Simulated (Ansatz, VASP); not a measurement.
One calculation of ZrS, two programs

File INCAR:

```
  PREC = Accurate
  ENCUT = 520
  EDIFF = 1E-6
  ISMEAR = 0
  SIGMA = 0.15
  LREAL = False
  LASPH = True
  NELM = 100
  ALGO = Normal
  ISIF = 2
  LWAVE = False
  LCHARG = False
  GGA = CA
  NBANDS = 16
```

Contents of KPOINTS:

```
regular mesh
0
Gamma
  16 16 16
```

File POSCAR:

```
ZrS
1.0
    0.0000000000      2.6050690064      2.6050690064
    2.6050690064      0.0000000000      2.6050690064
    2.6050690064      2.6050690064      0.0000000000
Zr S
1 1
Direct
    0.0000000000      0.0000000000      0.0000000000
    0.5000000000      0.5000000000      0.5000000000
```

Input for Ansatz:

```yaml
crystal:
  lattice:
    - [0.0, 2.6050690064, 2.6050690064]
    - [2.6050690064, 0.0, 2.6050690064]
    - [2.6050690064, 2.6050690064, 0.0]
  atoms:
    - { symbol: Zr, position: [0.0, 0.0, 0.0] }
    - { symbol: S, position: [0.5, 0.5, 0.5] }
basis:
  ecutwfc: 420
kpoints:
  mp_grid: { grid: [16, 16, 16] }
hamiltonian:
  xc: lda
  pseudopotentials: { kind: paw, azcp: { folder: soft_1 } }
scf:
  occupations: { method: gaussian, width: 0.15 }
  lower_state_search: "off"
output:
  forces: true
  stress: true
  eigenvalues: true
```

Alike in both runs: task single point; functional LDA; k mesh 16 × 16 × 16; occupations gaussian, width 0.15 eV; no spin polarisation.

|  | VASP | Ansatz |
| --- | --- | --- |
| version | VASP 6.6.1 | Ansatz 0.2.0 |
| potentials or method | VASP PAW LDA potentials, release 64 (Zr_sv, S), cutoff 520 eV | scalar-relativistic, plane waves, PAW |
| valence electrons in the cell | 18 | 18 |

Ansatz gave:

* gap on the k mesh at the Fermi level (eV): none
* pressure (GPa): -6.3

Which values does VASP return?

gap on the k mesh at the Fermi level (eV): none; pressure (GPa): -6.1.

Ansatz warns that its potentials were made for another functional, while VASP's fit it. LDA's correlation is that of Perdew and Zunger in VASP and of Perdew and Wang (1992) in Ansatz. A gap of «none» marks a metal or a gap that the smearing closes.
